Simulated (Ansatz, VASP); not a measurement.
## Si2Ni in VASP and in Ansatz

File INCAR:

```
PREC     = Accurate       # precision mode
ENCUT    = 520            # plane-wave cutoff, eV
EDIFF    = 1E-6           # SCF threshold, eV
ISMEAR   = 0              # smearing method
SIGMA    = 0.15           # smearing width, eV
LREAL    = F              # projectors in reciprocal space
LASPH    = T              # aspherical terms in the spheres
NELM     = 100            # most SCF steps
ALGO     = Normal         # electronic algorithm
ISIF     = 2              # what is computed and relaxed
LWAVE    = F              # write WAVECAR
LCHARG   = T              # write CHGCAR
GGA      = PS             # functional
LELF     = T              # ELF
LVHAR    = T            
NBANDS   = 16             # bands
```

Contents of KPOINTS:

```
regular mesh
0
Gamma
  16 16 16
```

File POSCAR:

```
Si2Ni
1.0
    0.0000000000      2.5946159227      2.5946159227
    2.6957048548     -0.1010889321      2.6957048548
    2.6957048548      2.6957048548     -0.1010889321
Si Ni
2 1
Direct
    0.2500000000      0.2500000000      0.2500000000
    0.7500000000      0.7500000000      0.7500000000
    0.0000000000      0.0000000000      0.0000000000
```

Input for Ansatz:

```yaml
crystal:
  lattice:
    - [0.0, 2.5946159227, 2.5946159227]
    - [2.6957048548, -0.1010889321, 2.6957048548]
    - [2.6957048548, 2.6957048548, -0.1010889321]
  atoms:
    - { symbol: Si, position: [0.25, 0.25, 0.25] }
    - { symbol: Si, position: [0.75, 0.75, 0.75] }
    - { symbol: Ni, position: [0.0, 0.0, 0.0] }
basis:
  ecutwfc: 420
kpoints:
  mp_grid: { grid: [16, 16, 16] }
hamiltonian:
  xc: pbesol
scf:
  occupations: { method: gaussian, width: 0.15 }
output:
  forces: true
  stress: true
  eigenvalues: true
  write_density: true
  write_potential: true
  elf: true
  volumetric_format: npy
```

Change from the starting cell: strain -0.0750 x Voigt [0, 0, 0, 1, 0, 0], atoms carried along.

Alike in both runs: task single point; functional PBEsol; k mesh 16 × 16 × 16; occupations gaussian, width 0.15 eV; no spin polarisation.

```csv
,VASP,Ansatz
version,VASP 6.6.1,Ansatz 0.2.0
potentials or method,"VASP PAW PBE potentials, release 64 (Si, Ni), cutoff 520 eV","scalar-relativistic, plane waves, PAW"
valence electrons in the cell,18,26
```

VASP gave:

| Property | Result |
| --- | --- |
| gap on the k mesh at the Fermi level (eV) | none |
| pressure (GPa) | 1.1 |
| traceless stress, the component that is largest in VASP (GPa) | 8.81 |
| rms of the force components (eV/Å) | 0.275 |

Question: Which values does Ansatz return?

Answer: gap on the k mesh at the Fermi level (eV): none; pressure (GPa): 1.0; traceless stress, the component that is largest in VASP (GPa): 8.79; rms of the force components (eV/Å): 0.274.

VASP's potentials were made for PBE, not for PBEsol. Atom by atom the forces differ by 0.001 eV/Å (rms over components). A gap of «none» marks a metal or a gap that the smearing closes. VASP's potentials hold 18 valence electrons a cell and Ansatz's 26, so a difference there can come from the potentials and not from the codes.
